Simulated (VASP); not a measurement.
Runs of VASP 6.6.1 on SrO (dlda). The structure is that of space group Fm-3m (No. 225), or close to it. The cells are those of the table. 

| task | cell | k mesh | cutoff (eV) | smearing | gap on the mesh (eV) | pressure (GPa) | relaxed volume (Å³/atom) |
| --- | --- | --- | --- | --- | --- | --- | --- |
| single point | a = 3.581 Å, angles 60.0°, 2 atoms | 8 × 8 × 8 | 520 | gaussian 0.01 eV | 3.06 | 0.8 | - |
| relaxation of cell and atoms | relaxed from a = 3.650 Å, angles 60.0°, 2 atoms | 6 × 6 × 6 | 600 | gaussian 0.02 eV | 3.07 | 0.0 | 16.34 |
| single point | a = 3.650 Å, angles 60.0°, 2 atoms | 6 × 6 × 6 | 520 | gaussian 0.1 eV | (b) | -4.6 | - |
| relaxation of cell and atoms | relaxed from a = 3.581 Å, angles 60.0°, 2 atoms | 8 × 8 × 8 | 600 | gaussian 0.01 eV | 3.07 | 0.0 | (a) |

Alike in all rows: level LDA; potentials or basis VASP PAW LDA potentials, release 64 (Sr_sv, O); no spin polarisation.

**Question.** Fill in the values left out.

**Answer.** (a) 16.35; (b) 3.11.

A k mesh can miss the band edges, and the runs leave out spin-orbit coupling on Sr.
